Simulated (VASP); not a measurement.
# P (Pm-3m) in VASP: relaxation of cell and atoms with PBE

Aim: the relaxation of cell and atoms of P with PBE.

Program: VASP 6.6.1. These are calculated values, not measurements. Logs are shortened: lines on timing, memory, paths and dates and some standing lists are left out, and cuts for length are marked.

## 1. The cell of the first run

Symmetry: Pm-3m, No. 221, cubic system. The conventional cell has a = 2.530 Å, b = 2.530 Å, c = 2.530 Å, α = 90.00°, β = 90.00°, γ = 90.00°. P (site symmetry m-3m) has 6 P at 2.53 Å within 3.3 Å.

This isn't the form of P at room conditions, which is orthorhombic.

## 2. Relaxation of cell and atoms, PBE

INCAR

```
  ALGO = Normal
  EDIFF = 1E-6
  EDIFFG = -0.005
  ENCUT = 600
  GGA = PE
  IBRION = 2
  ISIF = 3
  ISMEAR = -1
  LASPH = T
  LCHARG = F
  LREAL = F
  LWAVE = F
  NELM = 100
  NSW = 60
  PREC = Accurate
  SIGMA = 0.1
```

KPOINTS

```
k-points
0
Gamma
  17 17 17
```

POSCAR

```
P
1.0
    2.5302979959      0.0000000000      0.0000000000
    0.0000000000      2.5302979959      0.0000000000
    0.0000000000      0.0000000000      2.5302979959
P
1
Direct
    0.0000000000      0.0000000000      0.0000000000
```

Potentials or basis: VASP PAW PBE potentials, release 64 (P).

The run is started by

```sh
$ cat potpaw_PBE.64/P/POTCAR > POTCAR
$ mpirun -np 1 vasp_std > vasp.out
```

OUTCAR:

```text
EDIFF = 1E-6
   EDIFFG = -0.005
   ENCUT = 600
   GGA = PE
   IBRION = 2
   ISIF = 3
   ISMEAR = -1
   LASPH = T
   LREAL = F
   NELM = 100
   NSW = 60
   PREC = Accurate

 ion  position               nearest neighbor table
   1  0.000  0.000  0.000-

  LATTYP: Found a simple cubic cell.
 ALAT       =     2.5302979959

  Lattice vectors:

 A1 = (   2.5302979959,   0.0000000000,   0.0000000000)
 A2 = (   0.0000000000,   2.5302979959,   0.0000000000)
 A3 = (   0.0000000000,   0.0000000000,   2.5302979959)

Analysis of symmetry for initial positions (statically):
=====================================================================
 Subroutine PRICEL returns:
 Original cell was already a primitive cell.

 Routine SETGRP: Setting up the symmetry group for a
 simple cubic supercell.

 Subroutine GETGRP returns: Found 48 space group operations
 (whereof 48 operations were pure point group operations)
 out of a pool of 48 trial point group operations.

The static configuration has the point symmetry O_h .

Analysis of symmetry for dynamics (positions and initial velocities):
=====================================================================
 Subroutine PRICEL returns:
 Original cell was already a primitive cell.

 Routine SETGRP: Setting up the symmetry group for a
 simple cubic supercell.

 Subroutine GETGRP returns: Found 48 space group operations
 (whereof 48 operations were pure point group operations)
 out of a pool of 48 trial point group operations.

The dynamic configuration has the point symmetry O_h .

 Subroutine INISYM returns: Found 48 space group operations
 (whereof 48 operations are pure point group operations),
 and found     1 'primitive' translations

----------------------------------------------------------------------------------------

                                     Primitive cell

  volume of cell :      16.2000

  direct lattice vectors                    reciprocal lattice vectors
     2.530297996  0.000000000  0.000000000     0.395210367  0.000000000  0.000000000
     0.000000000  2.530297996  0.000000000     0.000000000  0.395210367  0.000000000
     0.000000000  0.000000000  2.530297996     0.000000000  0.000000000  0.395210367

  length of vectors
     2.530297996  2.530297996  2.530297996     0.395210367  0.395210367  0.395210367

  position of ions in fractional coordinates (direct lattice)
     0.000000000  0.000000000  0.000000000

  ion indices of the primitive-cell ions
   primitive index   ion index
                 1           1

----------------------------------------------------------------------------------------

 KPOINTS: k-points

Automatic generation of k-mesh.
 Grid dimensions read from file:
 generate k-points for:   17   17   17

 Generating k-lattice:

  Cartesian coordinates                     Fractional coordinates (reciprocal lattice)
     0.023247669  0.000000000  0.000000000     0.058823529  0.000000000  0.000000000
     0.000000000  0.023247669  0.000000000     0.000000000  0.058823529  0.000000000
     0.000000000  0.000000000  0.023247669     0.000000000  0.000000000  0.058823529

  Length of vectors
     0.023247669  0.023247669  0.023247669

  Shift w.r.t. Gamma in fractional coordinates (k-lattice)
     0.000000000  0.000000000  0.000000000

 Subroutine IBZKPT returns following result:
 ===========================================

 Found    165 irreducible k-points:

 Following reciprocal coordinates:
            Coordinates               Weight
  0.000000  0.000000  0.000000      1.000000
  0.058824  0.000000  0.000000      6.000000
  0.117647  0.000000  0.000000      6.000000
  0.176471  0.000000  0.000000      6.000000
  0.235294  0.000000  0.000000      6.000000
  0.294118  0.000000  0.000000      6.000000
[... 16 lines left out ...]
  0.411765  0.117647  0.000000     24.000000
  0.470588  0.117647  0.000000     24.000000
 [... further k-points ...]
   k-points           NKPTS =    165   k-points in BZ     NKDIM =    165   number of bands    NBANDS=      6
   number of dos      NEDOS =    301   number of ions     NIONS =      1
   total plane-waves  NPLWV =   8000
   dimension x,y,z NGX =    20 NGY =   20 NGZ =   20
   dimension x,y,z NGXF=    40 NGYF=   40 NGZF=   40
   ions per type =               1
   NGX,Y,Z   is equivalent  to a cutoff of  13.14, 13.14, 13.14 a.u.
   NGXF,Y,Z  is equivalent  to a cutoff of  26.28, 26.28, 26.28 a.u.
 SYSTEM =  unknown system
   PREC   = accura    normal or accurate (medium, high low for compatibility)
   ISTART =      0    job   : 0-new  1-cont  2-samecut
   ICHARG =      2    charge: 1-file 2-atom 10-const
   ISPIN  =      1    spin polarized calculation?
   LNONCOLLINEAR =      F non collinear calculations
   LSORBIT =      F    spin-orbit coupling
   LASPH  =      T    aspherical Exc in radial PAW
   ENCUT  =  600.0 eV  44.10 Ry    6.64 a.u.   5.05  5.05  5.05*2*pi/ulx,y,z
   NELM   =    100;   NELMIN=  2; NELMDL= -5     # of ELM steps
   EDIFF  = 0.1E-05   stopping-criterion for ELM
   LREAL  =      F    real-space projection
   EDIFFG = -.5E-02   stopping-criterion for IOM
   NSW    =     60    number of steps for IOM
   IBRION =      2    ionic relax: 0-MD 1-quasi-New 2-CG
   NFREE  =      1    steps in history (QN), initial steepest desc. (CG)
   ISIF   =      3    stress and relaxation
   ISYM   =      2    0-nonsym 1-usesym 2-fastsym
   POTIM  = 0.5000    time-step for ionic-motion
   TEBEG  =    0.0;   TEEND  =   0.0 temperature during run
   PSTRESS=    0.0 pullay stress
   NELECT =       5.0000    total number of electrons
   NUPDOWN=      -1.0000    fix difference up-down
   EMIN   =  10.00;   EMAX   =-10.00  energy-range for DOS
   EFERMI =   0.00;   METHOD = LEGACY
   ISMEAR =    -1;   SIGMA  =   0.10  broadening in eV -4-tet -1-fermi 0-gaus
   EFERMI_NEDOS =   21; number of points for ismear=-14 and -15
   IALGO  =     38    algorithm
   IMIX   =      4    mixing-type and parameters
     AMIX     =   0.40;   BMIX     =  1.00
     AMIX_MAG =   1.60;   BMIX_MAG =  1.00
  volume/ion in A,a.u.               =      16.20       109.32
  Fermi-wavevector in a.u.,A,eV,Ry     =   1.106352  2.090701 16.653719  1.224014
  Thomas-Fermi vector in A             =   2.242851
   LORBIT       =      0    0 simple, 1 ext, 2 COOP (PROOUT), +10 PAW based schemes
   GGA     = PE    functional components
   LHFCALC =     F    Hartree Fock is set to
   AEXX    =    0.0000 exact exchange contribution
   IVDW    =     0    specifies the selected vdW correction
   LEPSILON=     F    determine dielectric tensor
   LRPA    =     F    only Hartree local field effects (RPA)
 conjugate gradient relaxation of ions
 non-spin polarized calculation
  energy-cutoff  :      600.00
  volume of cell :       16.20
 maximum number of plane-waves:       554
   NGX = 11   NGY = 11   NGZ = 11

--------------------------------------- Ionic step        1  -------------------------------------------

 number of electron       4.9999998 magnetization

 Free energy of the ion-electron system (eV)
  ---------------------------------------------------
  ext. energy  EPLUGINS =         0.00000000
  ---------------------------------------------------
  free energy    TOTEN  =        -5.23142049 eV

  energy without entropy =       -5.22031187  energy(sigma->0) =       -5.22586618

------------------------ aborting loop because EDIFF is reached ----------------------------------------

  FORCE on cell =-STRESS in cart. coord.  units (eV):
  Direction    XX          YY          ZZ          XY          YZ          ZX
  --------------------------------------------------------------------------------------
  -------------------------------------------------------------------------------------
  Total       -0.9013316     -0.9013316     -0.9013316     -0.0000000     -0.0000000      0.0000000
  in kB      -89.1415476    -89.1415476    -89.1415476     -0.0000000     -0.0000000      0.0000000
  external PRESSURE =     -89.1415476 kB  Pullay stress =       0.0000000 kB

 VOLUME and BASIS-vectors are now :
 -----------------------------------------------------------------------------
  energy-cutoff  :      600.00
  volume of cell :       16.20
      direct lattice vectors                 reciprocal lattice vectors
     2.530297996  0.000000000  0.000000000     0.395210367  0.000000000  0.000000000
     0.000000000  2.530297996  0.000000000     0.000000000  0.395210367  0.000000000
     0.000000000  0.000000000  2.530297996     0.000000000  0.000000000  0.395210367
[... 106 lines left out ...]
 POSITION                                       TOTAL-FORCE (eV/Angst)
 -----------------------------------------------------------------------------------
      0.00000      0.00000      0.00000        -0.000000     -0.000000      0.000000
 -----------------------------------------------------------------------------------
    total drift:                                0.000000     -0.000000      0.000000

  FREE ENERGIE OF THE ION-ELECTRON SYSTEM (eV)
  ---------------------------------------------------
  free  energy   TOTEN  =        -5.2816940390 eV

  energy  without entropy=       -5.2732804282  energy(sigma->0) =       -5.27748723

--------------------------------------- Ionic step        5  -------------------------------------------

 number of electron       5.0000001 magnetization

 Free energy of the ion-electron system (eV)
  ---------------------------------------------------
  ext. energy  EPLUGINS =         0.00000000
  ---------------------------------------------------
  free energy    TOTEN  =        -5.28170006 eV

  energy without entropy =       -5.27323038  energy(sigma->0) =       -5.27746522

 E-fermi :   9.5850     XC(G=0): -11.2793

 val. band max:        9.5682180865   @ k =   0.3529   0.2353   0.0588
 cond. band min:       9.5994940401   @ k =   0.3529   0.2353   0.2353
 fundamental gap:      0.0312759536
 Fermi energy:         9.5849784740

 k-point     1 :       0.0000    0.0000    0.0000
  band No.  band energies     occupation
      1      -6.8576      2.00000
      2      14.6616      0.00000
      3      14.6616      0.00000
      4      14.6616      0.00000
      5      16.4477      0.00000
      6      16.4477      0.00000

 k-point     2 :       0.0588    0.0000    0.0000
  band No.  band energies     occupation
      1      -6.7786      2.00000
      2      13.1859      0.00000
      3      14.7238      0.00000
      4      14.7238      0.00000
      5      16.5107      0.00000
      6      17.8272      0.00000
[... 181 lines left out ...]
 k-point    23 :       0.4118    0.1176    0.0000
  band No.  band energies     occupation
      1      -2.9939      2.00000
      2       2.3708      2.00000
      3      13.9195      0.00000
      4      17.3596      0.00000
      5      20.7108      0.00000
      6      21.5737      0.00000

 k-point    24 :       0.4706    0.1176    0.0000
  band No.  band energies     occupation
      1      -2.3296      2.00000
      2       1.4108      2.00000
      3      14.2694      0.00000
      4      17.6686      0.00000
      5      20.4571      0.00000
      6      21.5002      0.00000

 [... further k-points ...]

------------------------ aborting loop because EDIFF is reached ----------------------------------------

  FORCE on cell =-STRESS in cart. coord.  units (eV):
  Direction    XX          YY          ZZ          XY          YZ          ZX
  --------------------------------------------------------------------------------------
  -------------------------------------------------------------------------------------
  Total       -0.0047662     -0.0047662     -0.0047662     -0.0000000     -0.0000000     -0.0000000
  in kB       -0.5244768     -0.5244768     -0.5244768     -0.0000000     -0.0000000     -0.0000000
  external PRESSURE =      -0.5244768 kB  Pullay stress =       0.0000000 kB

 VOLUME and BASIS-vectors are now :
 -----------------------------------------------------------------------------
  energy-cutoff  :      600.00
  volume of cell :       14.56
      direct lattice vectors                 reciprocal lattice vectors
     2.441847732 -0.000000000  0.000000000     0.409525945 -0.000000000  0.000000000
     0.000000000  2.441847732  0.000000000     0.000000000  0.409525945  0.000000000
    -0.000000000 -0.000000000  2.441847732    -0.000000000 -0.000000000  0.409525945

 POSITION                                       TOTAL-FORCE (eV/Angst)
 -----------------------------------------------------------------------------------
      2.44185      2.44185      0.00000         0.000000     -0.000000     -0.000000
 -----------------------------------------------------------------------------------
    total drift:                                0.000000      0.000000     -0.000000

  FREE ENERGIE OF THE ION-ELECTRON SYSTEM (eV)
  ---------------------------------------------------
  free  energy   TOTEN  =        -5.2817000622 eV

  energy  without entropy=       -5.2732303765  energy(sigma->0) =       -5.27746522

 reached required accuracy - stopping structural energy minimisation
```

Run time: 38 s. Hardware: 1 thread of Intel Xeon 8259CL, shared host; peak memory 0.13 GiB.

Results:

```yaml
Free_energy: -5.2817 eV
Relaxed_volume: 14.56 Å³/atom
Relaxed_cell: a = 2.442 Å, b = 2.442 Å, c = 2.442 Å, α = 90.00°, β = 90.00°, γ = 90.00°
Space_group_after_relaxing_to_0.1_Å: Pm-3m (No. 221)
Energy_gained_by_relaxing: 50.3 meV/atom
Ionic_steps: 5
Pressure_after_relaxing: -0.1 GPa
Band_gap_on_the_k_mesh: zero (an odd number of electrons rules out a gap without spin polarisation)
```

The path:
```tsv
step	energy change (eV)	largest force (eV/Å)	pressure (GPa)	volume (Å³)
1	0.0000	0.0000	-8.91	16.20
2	-0.0467	0.0000	3.20	14.18
3	-0.0503	0.0000	-0.11	14.57
4	-0.0503	0.0000	0.13	14.54
5	-0.0503	0.0000	-0.05	14.56
```

Final structure:
```
P
1.0
     2.44185    0.00000    0.00000
     0.00000    2.44185    0.00000
     0.00000    0.00000    2.44185
P
1
Direct
  0.00000 0.00000 0.00000
```
